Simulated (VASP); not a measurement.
# BP4 (P-6m2) in VASP: single point with PBE

Aim: the single point of BP4 with PBE.

All numbers are computed with VASP 6.6.1; they aren't measurements. Logs are shortened: lines on timing, memory, paths and dates and some standing lists are left out, and cuts for length are marked.

### 1 The cell of the first run

It takes space group P-6m2 (No. 187, hexagonal). Conventional cell: a = 3.172 Å, b = 3.172 Å, c = 11.032 Å, α = 90.00°, β = 90.00°, γ = 120.00°. Within 2.4 Å of B (site symmetry -6m2) lie 3 P at 1.83 Å. P (site symmetry 3m) has 10 P at 2.40 to 3.17 Å within 3.2 Å. P (site symmetry -6m2) has 3 B at 1.83 Å within 2.4 Å. P (site symmetry -6m2) has 12 P at 2.40 to 3.17 Å within 3.2 Å.

### 2 Single point, PBE

Contents of POSCAR:

```
BP4
1.0
    3.1715994411      0.0000000000      0.0000000000
   -1.5857997205      2.7466856866      0.0000000000
    0.0000000000      0.0000000000     11.0320788510
B P
1 4
Direct
    0.6666666667      0.3333333333      0.5000000000
    0.3333333333      0.6666666667      0.1412711414
    0.3333333333      0.6666666667      0.8587288586
    0.0000000000      0.0000000000      0.5000000000
    0.6666666667      0.3333333333      0.0000000000
```

Contents of INCAR.step1:

```
ALGO = Normal
EDIFF = 1E-6
ENCUT = 520
GGA = PE
ISIF = 2
ISMEAR = 0
LASPH = T
LCHARG = T
LREAL = F
LWAVE = F
NBANDS = 20
NELM = 80
PREC = Accurate
SIGMA = 0.1
```

Contents of KPOINTS.step1:

```
k-points
0
Gamma
  12 12 4
```

Contents of INCAR.step2:

```
ALGO = Normal
EDIFF = 1E-6
ENCUT = 520
GGA = PE
ICHARG = 11
ISIF = 2
ISMEAR = -5
LASPH = T
LCHARG = F
LORBIT = 10
LREAL = F
LWAVE = F
NEDOS = 2001
NELM = 80
PREC = Accurate
SIGMA = 0.1
```

Contents of KPOINTS.step2:

```
k-points
0
Gamma
  18 18 6
```

Potentials or basis: VASP PAW PBE potentials, release 64 (B, P).

Launch:

```sh
$ cat potpaw_PBE.64/B/POTCAR potpaw_PBE.64/P/POTCAR > POTCAR
$ cp INCAR.step1 INCAR
$ cp KPOINTS.step1 KPOINTS
$ mpirun -np 1 vasp_std > vasp.out
$ cp INCAR.step2 INCAR
$ cp KPOINTS.step2 KPOINTS
$ mpirun -np 1 vasp_std > vasp.out
```

OUTCAR:

```text
EDIFF = 1E-6
   ENCUT = 520
   GGA = PE
   ICHARG = 11
   ISIF = 2
   ISMEAR = -5
   LASPH = T
   LORBIT = 10
   LREAL = F
   NELM = 80
   PREC = Accurate

 ion  position               nearest neighbor table
   1  0.667  0.333  0.500-   4 1.83   4 1.83   4 1.83
   2  0.333  0.667  0.141-   5 2.40   5 2.40   5 2.40
   3  0.333  0.667  0.859-   5 2.40   5 2.40   5 2.40
   4  0.000  0.000  0.500-   1 1.83   1 1.83   1 1.83
   5  0.667  0.333  0.000-   2 2.40   3 2.40   2 2.40   3 2.40   2 2.40   3 2.40

  LATTYP: Found a hexagonal cell.
 ALAT       =     3.1715994411
 C/A-ratio  =     3.4783960131

  Lattice vectors:

 A1 = (   3.1715994411,   0.0000000000,   0.0000000000)
 A2 = (  -1.5857997205,   2.7466856866,   0.0000000000)
 A3 = (   0.0000000000,   0.0000000000,  11.0320788510)

Analysis of symmetry for initial positions (statically):
=====================================================================
 Subroutine PRICEL returns:
 Original cell was already a primitive cell.

 Routine SETGRP: Setting up the symmetry group for a
 hexagonal supercell.

 Subroutine GETGRP returns: Found 12 space group operations
 (whereof 12 operations were pure point group operations)
 out of a pool of 24 trial point group operations.

The static configuration has the point symmetry D_3h.

Analysis of symmetry for dynamics (positions and initial velocities):
=====================================================================
 Subroutine PRICEL returns:
 Original cell was already a primitive cell.

 Routine SETGRP: Setting up the symmetry group for a
 hexagonal supercell.

 Subroutine GETGRP returns: Found 12 space group operations
 (whereof 12 operations were pure point group operations)
 out of a pool of 24 trial point group operations.

The dynamic configuration has the point symmetry D_3h.

 Subroutine INISYM returns: Found 12 space group operations
 (whereof 12 operations are pure point group operations),
 and found     1 'primitive' translations

----------------------------------------------------------------------------------------

                                     Primitive cell

  volume of cell :      96.1047

  direct lattice vectors                    reciprocal lattice vectors
     3.171599441  0.000000000  0.000000000     0.315298328  0.182037574  0.000000000
    -1.585799721  2.746685687  0.000000000     0.000000000  0.364075149  0.000000000
     0.000000000  0.000000000 11.032078851     0.000000000  0.000000000  0.090644747

  length of vectors
     3.171599441  3.171599441 11.032078851     0.364075149  0.364075149  0.090644747

  position of ions in fractional coordinates (direct lattice)
     0.666666667  0.333333333  0.500000000
     0.333333333  0.666666667  0.141271141
     0.333333333  0.666666667  0.858728859
     0.000000000  0.000000000  0.500000000
     0.666666667  0.333333333  0.000000000

  ion indices of the primitive-cell ions
   primitive index   ion index
                 1           1
                 2           2
                 3           3
                 4           4
                 5           5

----------------------------------------------------------------------------------------

 KPOINTS: k-points

Automatic generation of k-mesh.
 Grid dimensions read from file:
 generate k-points for:   18   18    6

 Generating k-lattice:

  Cartesian coordinates                     Fractional coordinates (reciprocal lattice)
     0.017516574  0.010113199  0.000000000     0.055555556  0.000000000  0.000000000
     0.000000000  0.020226397  0.000000000     0.000000000  0.055555556  0.000000000
     0.000000000  0.000000000  0.015107458     0.000000000  0.000000000  0.166666667

  Length of vectors
     0.020226397  0.020226397  0.015107458

  Shift w.r.t. Gamma in fractional coordinates (k-lattice)
     0.000000000  0.000000000  0.000000000

 TETIRR: Found   1977 inequivalent tetrahedra from    11664

 Subroutine IBZKPT returns following result:
 ===========================================

 Found    148 irreducible k-points:

 Following reciprocal coordinates:
            Coordinates               Weight
  0.000000  0.000000  0.000000      1.000000
  0.055556  0.000000  0.000000      6.000000
  0.111111  0.000000  0.000000      6.000000
  0.166667  0.000000  0.000000      6.000000
  0.222222  0.000000  0.000000      6.000000
  0.277778  0.000000  0.000000      6.000000
[... 16 lines left out ...]
  0.333333  0.111111  0.000000     12.000000
  0.388889  0.111111  0.000000     12.000000
 [... further k-points ...]
   k-points           NKPTS =    148   k-points in BZ     NKDIM =    148   number of bands    NBANDS=     15
   number of dos      NEDOS =   2001   number of ions     NIONS =      5
   total plane-waves  NPLWV =  48384
   dimension x,y,z NGX =    24 NGY =   24 NGZ =   84
   dimension x,y,z NGXF=    48 NGYF=   48 NGZF=  168
   ions per type =               1   4
   NGX,Y,Z   is equivalent  to a cutoff of  12.58, 12.58, 12.66 a.u.
   NGXF,Y,Z  is equivalent  to a cutoff of  25.16, 25.16, 25.32 a.u.
 SYSTEM =  unknown system
   PREC   = accura    normal or accurate (medium, high low for compatibility)
   ISTART =      0    job   : 0-new  1-cont  2-samecut
   ICHARG =     11    charge: 1-file 2-atom 10-const
   ISPIN  =      1    spin polarized calculation?
   LNONCOLLINEAR =      F non collinear calculations
   LSORBIT =      F    spin-orbit coupling
   LASPH  =      T    aspherical Exc in radial PAW
   ENCUT  =  520.0 eV  38.22 Ry    6.18 a.u.   5.90  5.90 20.51*2*pi/ulx,y,z
   NELM   =     80;   NELMIN=  2; NELMDL=  0     # of ELM steps
   EDIFF  = 0.1E-05   stopping-criterion for ELM
   LREAL  =      F    real-space projection
   EDIFFG = 0.1E-04   stopping-criterion for IOM
   NSW    =      0    number of steps for IOM
   IBRION =     -1    ionic relax: 0-MD 1-quasi-New 2-CG
   NFREE  =      0    steps in history (QN), initial steepest desc. (CG)
   ISIF   =      2    stress and relaxation
   ISYM   =      2    0-nonsym 1-usesym 2-fastsym
   POTIM  = 0.5000    time-step for ionic-motion
   TEBEG  =    0.0;   TEEND  =   0.0 temperature during run
   PSTRESS=    0.0 pullay stress
   NELECT =      23.0000    total number of electrons
   NUPDOWN=      -1.0000    fix difference up-down
   EMIN   =  10.00;   EMAX   =-10.00  energy-range for DOS
   EFERMI =   0.00;   METHOD = LEGACY
   ISMEAR =    -5;   SIGMA  =   0.10  broadening in eV -4-tet -1-fermi 0-gaus
   EFERMI_NEDOS =   21; number of points for ismear=-14 and -15
   IALGO  =     38    algorithm
   IMIX   =      4    mixing-type and parameters
     AMIX     =   0.40;   BMIX     =  1.00
     AMIX_MAG =   1.60;   BMIX_MAG =  1.00
  volume/ion in A,a.u.               =      19.22       129.71
  Fermi-wavevector in a.u.,A,eV,Ry     =   1.016411  1.920738 14.056052  1.033091
  Thomas-Fermi vector in A             =   2.149753
   LORBIT       =     10    0 simple, 1 ext, 2 COOP (PROOUT), +10 PAW based schemes
   GGA     = PE    functional components
   LHFCALC =     F    Hartree Fock is set to
   AEXX    =    0.0000 exact exchange contribution
   IVDW    =     0    specifies the selected vdW correction
   LEPSILON=     F    determine dielectric tensor
   LRPA    =     F    only Hartree local field effects (RPA)
 non-spin polarized calculation
 Fermi weights with tetrahedron method with Bloechl corrections
  energy-cutoff  :      520.00
  volume of cell :       96.10
 maximum number of plane-waves:      2614
 NGX is ok and might be reduce to    24

 number of electron      23.0000003 magnetization

 Free energy of the ion-electron system (eV)
  ---------------------------------------------------
  ext. energy  EPLUGINS =         0.00000000
  ---------------------------------------------------
  free energy    TOTEN  =       -26.16957387 eV

  energy without entropy =      -26.16957387  energy(sigma->0) =      -26.16957387

 E-fermi :   4.5924     XC(G=0):  -9.1739

 val. band max:        4.6669204482   @ k =   0.3333   0.0556   0.5000
 cond. band min:       4.5834885485   @ k =   0.3333   0.3333   0.5000
 fundamental gap:     -0.0834318997
 Fermi energy:         4.5923733468

 k-point     1 :       0.0000    0.0000    0.0000
  band No.  band energies     occupation
      1     -11.3254      2.00000
      2      -9.4190      2.00000
      3      -7.7414      2.00000
      4      -2.7898      2.00000
      5      -0.0474      2.00000
      6       1.9282      2.00000
      7       2.8371      2.00000
      8       2.8371      2.00000
      9       4.0186      2.00000
     10       4.0186      2.00000
     11       6.4557      0.00000
     12       6.9171      0.00000
     13       6.9171      0.00000
     14       7.7444      0.00000
     15       7.7445      0.00000
[... 397 lines left out ...]
 k-point    24 :       0.3889    0.1111    0.0000
  band No.  band energies     occupation
      1      -8.0210      2.00000
      2      -6.6246      2.00000
      3      -5.3390      2.00000
      4      -4.8180      2.00000
      5      -3.5895      2.00000
      6      -1.1963      2.00000
      7      -0.0954      2.00000
      8       0.1060      2.00000
      9       0.7226      2.00000
     10       3.1326      2.00000
     11       3.6021      2.00000
     12       4.0939      2.00000
     13       4.5285      1.94987
     14       6.3192      0.00000
     15       7.2524      0.00000

 [... further k-points ...]

------------------------ aborting loop because EDIFF is reached ----------------------------------------

  FORCE on cell =-STRESS in cart. coord.  units (eV):
  Direction    XX          YY          ZZ          XY          YZ          ZX
  --------------------------------------------------------------------------------------
  -------------------------------------------------------------------------------------
  Total       -0.3090782     -0.3090782      0.2898917     -0.0000000      0.0000000      0.0000000
  in kB       -5.1526937     -5.1526937      4.8328324     -0.0000000      0.0000000      0.0000000
  external PRESSURE =      -1.8241850 kB  Pullay stress =       0.0000000 kB

 VOLUME and BASIS-vectors are now :
 -----------------------------------------------------------------------------
  energy-cutoff  :      520.00
  volume of cell :       96.10
      direct lattice vectors                 reciprocal lattice vectors
     3.171599441  0.000000000  0.000000000     0.315298328  0.182037574  0.000000000
    -1.585799721  2.746685687  0.000000000     0.000000000  0.364075149  0.000000000
     0.000000000  0.000000000 11.032078851     0.000000000  0.000000000  0.090644747

 POSITION                                       TOTAL-FORCE (eV/Angst)
 -----------------------------------------------------------------------------------
      1.58580      0.91556      5.51604         0.000000      0.000000      0.000000
     -0.00000      1.83112      1.55851        -0.000000     -0.000000      0.108842
     -0.00000      1.83112      9.47356         0.000000     -0.000000     -0.108842
      0.00000      0.00000      5.51604        -0.000000      0.000000      0.000000
      1.58580      0.91556      0.00000        -0.000000      0.000000      0.000000
 -----------------------------------------------------------------------------------
    total drift:                                0.000029     -0.000017      0.000000

  FREE ENERGIE OF THE ION-ELECTRON SYSTEM (eV)
  ---------------------------------------------------
  free  energy   TOTEN  =       -26.1695738685 eV

  energy  without entropy=      -26.1695738685  energy(sigma->0) =      -26.16957387

 total charge

# of ion       s       p       d       tot
------------------------------------------
    1        0.709   1.291   0.000   2.000
    2        1.132   1.231   0.000   2.363
    3        1.132   1.231   0.000   2.363
    4        0.995   1.642   0.000   2.637
    5        1.060   1.325   0.000   2.385
--------------------------------------------------
tot          5.027   6.720   0.000  11.748
```

It took 1.7 min on 1 thread of Intel Xeon Platinum 8488C (Sapphire Rapids), shared host; peak memory 0.32 GiB.

What came out:

* Valence electrons inside the program's atomic spheres: B 2.00; P 2.36, 2.64, 2.38 (each value once)

Caveat: this functional lacks dispersion, which binds the layers, so the pressure and a relaxed spacing across them are unreliable; tetrahedron occupations give inexact forces and stress in metals.
